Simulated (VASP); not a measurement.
# Li3HS (Pm-3m) in VASP: a series of runs

Li3HS is run at these levels: PBE+D3(BJ); tasks: single point, relaxation of cell and atoms.

Program: VASP 6.6.1. These are calculated values, not measurements. Logs are shortened: lines on timing, memory, paths and dates and some standing lists are left out, and cuts for length are marked.

## 1. The cell of the first run

Symmetry: Pm-3m, No. 221, cubic system. The conventional cell has a = 3.690 Å, b = 3.690 Å, c = 3.690 Å, α = 90.00°, β = 90.00°, γ = 90.00°. Within 3.4 Å of S (site symmetry m-3m) lie 12 Li at 2.61 Å and 8 H at 3.20 Å. H (site symmetry m-3m) has 6 Li at 1.85 Å within 2.4 Å. Li (site symmetry 4/mmm) has 2 H at 1.85 Å within 2.4 Å.

## 2. Single point, PBE+D3(BJ)

The input, INCAR:

```
ALGO = Normal
EDIFF = 1E-6
ENCUT = 520
GGA = PE
ISIF = 2
ISMEAR = 0
IVDW = 12
LASPH = T
LCHARG = F
LREAL = F
LWAVE = F
NBANDS = 16
NELM = 80
PREC = Accurate
SIGMA = 0.02
```

The input, KPOINTS:

```
k-points
0
Gamma
  6 6 6
```

The input, POSCAR:

```
Li3HS
1.0
    3.6901349391      0.0000000000      0.0000000000
    0.0000000000      3.6901349391      0.0000000000
    0.0000000000      0.0000000000      3.6901349391
S H Li
1 1 3
Direct
    0.5000000000      0.5000000000      0.5000000000
    0.0000000000      0.0000000000      0.0000000000
    0.5000000000      0.0000000000      0.0000000000
    0.0000000000      0.5000000000      0.0000000000
    0.0000000000      0.0000000000      0.5000000000
```

Potentials or basis: VASP PAW PBE potentials, release 64 (S, H, Li_sv).

Started as:

```bash
$ cat potpaw_PBE.64/S/POTCAR potpaw_PBE.64/H/POTCAR potpaw_PBE.64/Li_sv/POTCAR > POTCAR
$ mpirun -np 1 vasp_std > vasp.out
```

OUTCAR:

```text
EDIFF = 1E-6
   ENCUT = 520
   GGA = PE
   ISIF = 2
   ISMEAR = 0
   IVDW = 12
   LASPH = T
   LREAL = F
   NELM = 80
   PREC = Accurate
 IVDW          = 12

 ion  position               nearest neighbor table
   1  0.500  0.500  0.500-   3 2.61   4 2.61   5 2.61   3 2.61   4 2.61   3 2.61   5 2.61   3 2.61
                             4 2.61   5 2.61   4 2.61   5 2.61
   2  0.000  0.000  0.000-
   3  0.500  0.000  0.000-   1 2.61   1 2.61   1 2.61   1 2.61
   4  0.000  0.500  0.000-   1 2.61   1 2.61   1 2.61   1 2.61
   5  0.000  0.000  0.500-   1 2.61   1 2.61   1 2.61   1 2.61

  LATTYP: Found a simple cubic cell.
 ALAT       =     3.6901349391

  Lattice vectors:

 A1 = (   3.6901349391,   0.0000000000,   0.0000000000)
 A2 = (   0.0000000000,   3.6901349391,   0.0000000000)
 A3 = (   0.0000000000,   0.0000000000,   3.6901349391)

Analysis of symmetry for initial positions (statically):
=====================================================================
 Subroutine PRICEL returns:
 Original cell was already a primitive cell.

 Routine SETGRP: Setting up the symmetry group for a
 simple cubic supercell.

 Subroutine GETGRP returns: Found 48 space group operations
 (whereof 48 operations were pure point group operations)
 out of a pool of 48 trial point group operations.

The static configuration has the point symmetry O_h .

Analysis of symmetry for dynamics (positions and initial velocities):
=====================================================================
 Subroutine PRICEL returns:
 Original cell was already a primitive cell.

 Routine SETGRP: Setting up the symmetry group for a
 simple cubic supercell.

 Subroutine GETGRP returns: Found 48 space group operations
 (whereof 48 operations were pure point group operations)
 out of a pool of 48 trial point group operations.

The dynamic configuration has the point symmetry O_h .

 Subroutine INISYM returns: Found 48 space group operations
 (whereof 48 operations are pure point group operations),
 and found     1 'primitive' translations

----------------------------------------------------------------------------------------

                                     Primitive cell

  volume of cell :      50.2489

  direct lattice vectors                    reciprocal lattice vectors
     3.690134939  0.000000000  0.000000000     0.270992800  0.000000000  0.000000000
     0.000000000  3.690134939  0.000000000     0.000000000  0.270992800  0.000000000
     0.000000000  0.000000000  3.690134939     0.000000000  0.000000000  0.270992800

  length of vectors
     3.690134939  3.690134939  3.690134939     0.270992800  0.270992800  0.270992800

  position of ions in fractional coordinates (direct lattice)
     0.500000000  0.500000000  0.500000000
     0.000000000  0.000000000  0.000000000
     0.500000000  0.000000000  0.000000000
     0.000000000  0.500000000  0.000000000
     0.000000000  0.000000000  0.500000000

  ion indices of the primitive-cell ions
   primitive index   ion index
                 1           1
                 2           2
                 3           3
                 4           4
                 5           5

----------------------------------------------------------------------------------------

 KPOINTS: k-points

Automatic generation of k-mesh.
 Grid dimensions read from file:
 generate k-points for:    6    6    6

 Generating k-lattice:

  Cartesian coordinates                     Fractional coordinates (reciprocal lattice)
     0.045165467  0.000000000  0.000000000     0.166666667  0.000000000  0.000000000
     0.000000000  0.045165467  0.000000000     0.000000000  0.166666667  0.000000000
     0.000000000  0.000000000  0.045165467     0.000000000  0.000000000  0.166666667

  Length of vectors
     0.045165467  0.045165467  0.045165467

  Shift w.r.t. Gamma in fractional coordinates (k-lattice)
     0.000000000  0.000000000  0.000000000

 Subroutine IBZKPT returns following result:
 ===========================================

 Found     20 irreducible k-points:

 Following reciprocal coordinates:
            Coordinates               Weight
  0.000000  0.000000  0.000000      1.000000
  0.166667  0.000000  0.000000      6.000000
  0.333333  0.000000  0.000000      6.000000
  0.500000  0.000000  0.000000      3.000000
  0.166667  0.166667  0.000000     12.000000
  0.333333  0.166667  0.000000     24.000000
[... 12 lines left out ...]
  0.500000  0.500000  0.333333      6.000000
  0.500000  0.500000  0.500000      1.000000
   k-points           NKPTS =     20   k-points in BZ     NKDIM =     20   number of bands    NBANDS=     16
   number of dos      NEDOS =    301   number of ions     NIONS =      5
   total plane-waves  NPLWV =  21952
   dimension x,y,z NGX =    28 NGY =   28 NGZ =   28
   dimension x,y,z NGXF=    56 NGYF=   56 NGZF=   56
   ions per type =               1   1   3
   NGX,Y,Z   is equivalent  to a cutoff of  12.61, 12.61, 12.61 a.u.
   NGXF,Y,Z  is equivalent  to a cutoff of  25.23, 25.23, 25.23 a.u.
 SYSTEM =  unknown system
   PREC   = accura    normal or accurate (medium, high low for compatibility)
   ISTART =      0    job   : 0-new  1-cont  2-samecut
   ICHARG =      2    charge: 1-file 2-atom 10-const
   ISPIN  =      1    spin polarized calculation?
   LNONCOLLINEAR =      F non collinear calculations
   LSORBIT =      F    spin-orbit coupling
   LASPH  =      T    aspherical Exc in radial PAW
   ENCUT  =  520.0 eV  38.22 Ry    6.18 a.u.   6.86  6.86  6.86*2*pi/ulx,y,z
   NELM   =     80;   NELMIN=  2; NELMDL= -5     # of ELM steps
   EDIFF  = 0.1E-05   stopping-criterion for ELM
   LREAL  =      F    real-space projection
[... 7 lines left out ...]
   TEBEG  =    0.0;   TEEND  =   0.0 temperature during run
   PSTRESS=    0.0 pullay stress
   NELECT =      16.0000    total number of electrons
   NUPDOWN=      -1.0000    fix difference up-down
   EMIN   =  10.00;   EMAX   =-10.00  energy-range for DOS
   EFERMI =   0.00;   METHOD = LEGACY
   ISMEAR =     0;   SIGMA  =   0.02  broadening in eV -4-tet -1-fermi 0-gaus
   EFERMI_NEDOS =   21; number of points for ismear=-14 and -15
   IALGO  =     38    algorithm
   IMIX   =      4    mixing-type and parameters
     AMIX     =   0.40;   BMIX     =  1.00
     AMIX_MAG =   1.60;   BMIX_MAG =  1.00
  volume/ion in A,a.u.               =      10.05        67.82
  Fermi-wavevector in a.u.,A,eV,Ry     =   1.117908  2.112539 17.003438  1.249717
  Thomas-Fermi vector in A             =   2.254534
   LORBIT       =      0    0 simple, 1 ext, 2 COOP (PROOUT), +10 PAW based schemes
   GGA     = PE    functional components
   LHFCALC =     F    Hartree Fock is set to
   AEXX    =    0.0000 exact exchange contribution
   IVDW    =    12    specifies the selected vdW correction
   LEPSILON=     F    determine dielectric tensor
   LRPA    =     F    only Hartree local field effects (RPA)
 non-spin polarized calculation
 Gauss-broadening in eV      SIGMA  =   0.02
  energy-cutoff  :      520.00
  volume of cell :       50.25
 maximum number of plane-waves:      1376
 NGX is ok and might be reduce to    28
   NGX = 13   NGY = 13   NGZ = 13

 number of electron      15.9999972 magnetization

 Free energy of the ion-electron system (eV)
  ---------------------------------------------------
  ext. energy  EPLUGINS =         0.00000000
  ---------------------------------------------------
  free energy    TOTEN  =       -17.79262091 eV

  energy without entropy =      -17.79262091  energy(sigma->0) =      -17.79262091

 E-fermi :   3.0346     XC(G=0):  -9.4785

 val. band max:        2.9440599243   @ k =   0.5000   0.5000   0.0000
 cond. band min:       7.5329467397   @ k =   0.5000   0.0000   0.0000
 fundamental gap:      4.5888868153
 Fermi energy:         3.0345664450

 k-point     1 :       0.0000    0.0000    0.0000
  band No.  band energies     occupation
      1     -41.7277      2.00000
      2     -41.6223      2.00000
      3     -41.6223      2.00000
      4      -8.7130      2.00000
      5       0.4441      2.00000
      6       1.6673      2.00000
[... 8 lines left out ...]
     15      15.2128      0.00000
     16      15.2128      0.00000

 k-point     2 :       0.1667    0.0000    0.0000
  band No.  band energies     occupation
      1     -41.7213      2.00000
      2     -41.6282      2.00000
      3     -41.6222      2.00000
      4      -8.6313      2.00000
      5      -0.3559      2.00000
      6       1.8236      2.00000
[... 8 lines left out ...]
     15      14.1444      0.00000
     16      14.1444      0.00000

 k-point     3 :       0.3333    0.0000    0.0000
  band No.  band energies     occupation
      1     -41.7047      2.00000
      2     -41.6437      2.00000
      3     -41.6218      2.00000
      4      -8.4535      2.00000
      5      -1.4012      2.00000
      6       2.1882      2.00000
[... 8 lines left out ...]
     15      14.3624      0.00000
     16      16.0256      0.00000

 k-point     4 :       0.5000    0.0000    0.0000
  band No.  band energies     occupation
      1     -41.6917      2.00000
      2     -41.6563      2.00000
      3     -41.6215      2.00000
      4      -8.3558      2.00000
      5      -1.8308      2.00000
      6       2.4083      2.00000
[... 8 lines left out ...]
     15      16.2467      0.00000
     16      16.8093      0.00000
[... 248 lines left out ...]
 k-point    18 :       0.5000    0.3333    0.3333
  band No.  band energies     occupation
      1     -41.6640      2.00000
      2     -41.6551      2.00000
      3     -41.6465      2.00000
      4      -7.7510      2.00000
      5      -0.8947      2.00000
      6       0.2186      2.00000
[... 8 lines left out ...]
     15      16.7580      0.00000
     16      18.2424      0.00000

 k-point    19 :       0.5000    0.5000    0.3333
  band No.  band energies     occupation
      1     -41.6551      2.00000
      2     -41.6550      2.00000
      3     -41.6550      2.00000
      4      -7.6273      2.00000
      5      -0.6818      2.00000
      6      -0.0515      2.00000
[... 8 lines left out ...]
     15      16.7739      0.00000
     16      18.5222      0.00000

 k-point    20 :       0.5000    0.5000    0.5000
  band No.  band energies     occupation
      1     -41.6548      2.00000
      2     -41.6548      2.00000
      3     -41.6548      2.00000
      4      -7.4950      2.00000
      5      -0.6923      2.00000
      6      -0.0130      2.00000
[... 8 lines left out ...]
     15      18.7297      0.00000
     16      19.0493      0.00000

------------------------ aborting loop because EDIFF is reached ----------------------------------------

 Edisp (eV)   -1.39882

 E8    (eV) :    -0.5402

  FORCE on cell =-STRESS in cart. coord.  units (eV):
  Direction    XX          YY          ZZ          XY          YZ          ZX
  --------------------------------------------------------------------------------------
  -------------------------------------------------------------------------------------
  Total      -0.04889    -0.04889    -0.04889     0.00000     0.00000    -0.00000
  in kB      -1.55872    -1.55872    -1.55872     0.00000     0.00000    -0.00000
  external pressure =       -1.56 kB  Pullay stress =        0.00 kB

 VOLUME and BASIS-vectors are now :
 -----------------------------------------------------------------------------
  energy-cutoff  :      520.00
  volume of cell :       50.25
      direct lattice vectors                 reciprocal lattice vectors
     3.690134939  0.000000000  0.000000000     0.270992800  0.000000000  0.000000000
     0.000000000  3.690134939  0.000000000     0.000000000  0.270992800  0.000000000
     0.000000000  0.000000000  3.690134939     0.000000000  0.000000000  0.270992800

 POSITION                                       TOTAL-FORCE (eV/Angst)
 -----------------------------------------------------------------------------------
      1.84507      1.84507      1.84507         0.000000      0.000000      0.000000
      0.00000      0.00000      0.00000         0.000000      0.000000      0.000000
      1.84507      0.00000      0.00000         0.000000      0.000000      0.000000
      0.00000      1.84507      0.00000         0.000000      0.000000      0.000000
      0.00000      0.00000      1.84507         0.000000      0.000000      0.000000
 -----------------------------------------------------------------------------------
    total drift:                                0.000000      0.000000     -0.000000

  FREE ENERGIE OF THE ION-ELECTRON SYSTEM (eV)
  ---------------------------------------------------
  free  energy   TOTEN  =       -19.1914387975 eV

  energy  without entropy=      -19.1914387975  energy(sigma->0) =      -19.19143880
```

Run time: 6.6 s. Hardware: 1 thread of Intel Xeon Platinum 8559C (Emerald Rapids), shared host; peak memory 0.17 GiB.

What came out:

```yaml
Free_energy: -19.1914 eV
Band_gap_on_the_k_mesh: 4.59 eV, indirect (least direct gap 5.01 eV)
Dispersion_energy_per_atom: -0.280 eV
```

Levels at points of the mesh, in eV from the valence-band top:
| k point | band 6 | band 7 | band 8 | band 9 | band 10 | band 11 |
| --- | --- | --- | --- | --- | --- | --- |
| (0.00, 0.00, 0.00) | -1.28 | -1.28 | -1.28 | 6.49 | 6.49 | 7.69 |
| (0.50, 0.00, 0.00) | -0.54 | -0.54 | -0.42 | 4.59 | 5.02 | 5.02 |
| (0.50, 0.50, 0.00) | -3.10 | -3.10 | 0.00 | 5.09 | 7.40 | 7.40 |
| (0.50, 0.50, 0.50) | -2.96 | -2.96 | -2.96 | 5.12 | 5.12 | 5.12 |

Caveat: the cutoff is under 1.25 times the usual one of these potentials, so pressure, stress and relaxed cells hold a basis-set (Pulay) error.

## 3. Relaxation of cell and atoms, PBE+D3(BJ)

This run uses another cell than the first one, of 10.98 Å³/atom, 1.093 times its volume.

The input, INCAR:

```
PREC = Accurate
ENCUT = 600
EDIFF = 1E-6
ISMEAR = 0
SIGMA = 0.02
LREAL = F
LASPH = T
NELM = 80
ALGO = Normal
ISIF = 3
LWAVE = F
LCHARG = F
GGA = PE
IVDW = 12
IBRION = 2
NSW = 70
EDIFFG = -0.005
```

The input, KPOINTS:

```
Automatic mesh
0
Gamma
  6 6 6
```

Changes to POSCAR since step 2:

```diff
@@ -2,5 +2,5 @@
 1.0
-    3.6901349391      0.0000000000      0.0000000000
-    0.0000000000      3.6901349391      0.0000000000
-    0.0000000000      0.0000000000      3.6901349391
+    3.8011716747      0.0000000000      0.0000000000
+    0.0000000000      3.8011716747      0.0000000000
+    0.0000000000      0.0000000000      3.8011716747
 S H Li
```

Potentials or basis: VASP PAW PBE potentials, release 64 (S, H, Li_sv).

Started as:

```bash
$ cat potpaw_PBE.64/S/POTCAR potpaw_PBE.64/H/POTCAR potpaw_PBE.64/Li_sv/POTCAR > POTCAR
$ mpirun -np 1 vasp_std > vasp.out
```

It took 19 s on 1 thread of Intel Xeon Platinum 8559C (Emerald Rapids), shared host; peak memory 0.18 GiB.

The run converged. Its results:

```
Free energy                            : -19.1982 eV
Relaxed volume                         : 10.00 Å³/atom
Relaxed cell                           : a = 3.684 Å, b = 3.684 Å, c = 3.684 Å, α = 90.00°, β = 90.00°, γ = 90.00°
Space group after relaxing (to 0.05 Å) : Pm-3m (No. 221)
Energy gained by relaxing              : 13.5 meV/atom
Ionic steps                            : 4
Pressure after relaxing                : 0.0 GPa
Band gap on the k mesh                 : 4.61 eV, indirect (least direct gap 5.03 eV)
Dispersion energy per atom             : -0.281 eV
```

Step by step:
| step | energy change (eV) | largest force (eV/Å) | pressure (GPa) | volume (Å³) |
| --- | --- | --- | --- | --- |
| 1 | 0.0000 | 0.0000 | -4.06 | 54.92 |
| 2 | -0.0450 | 0.0000 | -2.50 | 52.74 |
| 3 | -0.0671 | 0.0000 | -0.26 | 50.25 |
| 4 | -0.0673 | 0.0000 | 0.04 | 49.98 |

Final structure:
```cif
data_structure
_symmetry_space_group_name_H-M 'P 1'
_symmetry_Int_Tables_number 1
_cell_length_a 3.6835
_cell_length_b 3.6835
_cell_length_c 3.6835
_cell_angle_alpha 90.000
_cell_angle_beta 90.000
_cell_angle_gamma 90.000
_cell_volume 49.98
loop_
_atom_site_label
_atom_site_type_symbol
_atom_site_fract_x
_atom_site_fract_y
_atom_site_fract_z
_atom_site_occupancy
S1 S 0.50000 0.50000 0.50000 1
H1 H 0.00000 0.00000 0.00000 1
Li1 Li 0.50000 0.00000 0.00000 1
Li2 Li 0.00000 0.50000 0.00000 1
Li3 Li 0.00000 0.00000 0.50000 1
```

Levels at points of the mesh, in eV from the valence-band top:
```csv
k point,band 6,band 7,band 8,band 9,band 10,band 11
"(0.00, 0.00, 0.00)",-1.29,-1.29,-1.29,6.50,6.50,7.72
"(0.50, 0.00, 0.00)",-0.54,-0.54,-0.42,4.61,5.02,5.02
"(0.50, 0.50, 0.00)",-3.12,-3.12,0.00,5.10,7.41,7.41
"(0.50, 0.50, 0.50)",-2.98,-2.98,-2.98,5.13,5.13,5.13
```

Caveat: the cutoff is under 1.25 times the usual one of these potentials, so pressure, stress and relaxed cells hold a basis-set (Pulay) error. Expect the measured gap to be larger: semilocal functionals such as PBE lack the derivative discontinuity.
